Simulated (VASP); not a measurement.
Set up this calculation in VASP 6.6.1, as the native input.

```
Task                    : single point
Functional              : PBE
Potentials or basis     : VASP PAW PBE potentials, release 64 (Ba_sv, B)
Cutoff                  : 520 eV
k mesh                  : 6 × 6 × 6
Occupations             : gaussian, width 0.1 eV
Spin                    : no spin polarisation
Dipole correction       : no
k mesh for the DOS      : 9 × 9 × 9
Occupations for the DOS : tetrahedron
Further INCAR settings  : ALGO = Fast; EDIFF = 1e-07
```

Ba3B2:

```xyz
5
Lattice="3.6756 2.1221 3.2806 -3.6756 2.1221 3.2806 0.0000 -4.2442 3.2806" Properties=species:S:1:pos:R:3 pbc="T T T"
Ba    0.0000    2.1221    3.2806
Ba   -1.8378   -1.0610    3.2806
Ba    1.8378   -1.0610    3.2806
B     0.0000    0.0000    9.0511
B     0.0000    0.0000    0.7908
```

One way to write it, as run:

POSCAR

```
Ba3B2
1.0
    3.6755704177      2.1220915701      3.2806105451
   -3.6755704177      2.1220915701      3.2806105451
    0.0000000000     -4.2441831402      3.2806105451
Ba B
3 2
Direct
    0.5000000000      0.5000000000      0.0000000000
    0.0000000000      0.5000000000      0.5000000000
    0.5000000000      0.0000000000      0.5000000000
    0.9196532502      0.9196532502      0.9196532502
    0.0803467498      0.0803467498      0.0803467498
```

INCAR.step1

```
  PREC = Accurate
  ENCUT = 520
  EDIFF = 1E-7
  ISMEAR = 0
  SIGMA = 0.1
  LREAL = F
  LASPH = T
  NELM = 60
  ALGO = Fast
  ISIF = 2
  LWAVE = F
  LCHARG = T
  GGA = PE
  NBANDS = 26
```

KPOINTS.step1

```
Automatic mesh
0
Gamma
  6 6 6
```

INCAR.step2

```
  PREC = Accurate
  ENCUT = 520
  EDIFF = 1E-7
  ISMEAR = -5
  SIGMA = 0.1
  LREAL = F
  LASPH = T
  NELM = 60
  ALGO = Fast
  ISIF = 2
  LWAVE = F
  LCHARG = F
  GGA = PE
  LORBIT = 11
  NEDOS = 2001
  ICHARG = 11
```

KPOINTS.step2

```
Automatic mesh
0
Gamma
  9 9 9
```

Potentials or basis: VASP PAW PBE potentials, release 64 (Ba_sv, B).

Run with:

```bash
$ cat potpaw_PBE.64/Ba_sv/POTCAR potpaw_PBE.64/B/POTCAR > POTCAR
$ cp INCAR.step1 INCAR
$ cp KPOINTS.step1 KPOINTS
$ mpirun -np 1 vasp_std > vasp.out
$ cp INCAR.step2 INCAR
$ cp KPOINTS.step2 KPOINTS
$ mpirun -np 1 vasp_std > vasp.out
```

Results of the run:

```
Valence electrons inside the program's atomic spheres : Ba 8.00; B 1.70
```

It took 6.2 min on 1 thread of AMD EPYC 7R13 Processor (Zen 3), with other jobs on the host, peak memory 0.37 GiB.
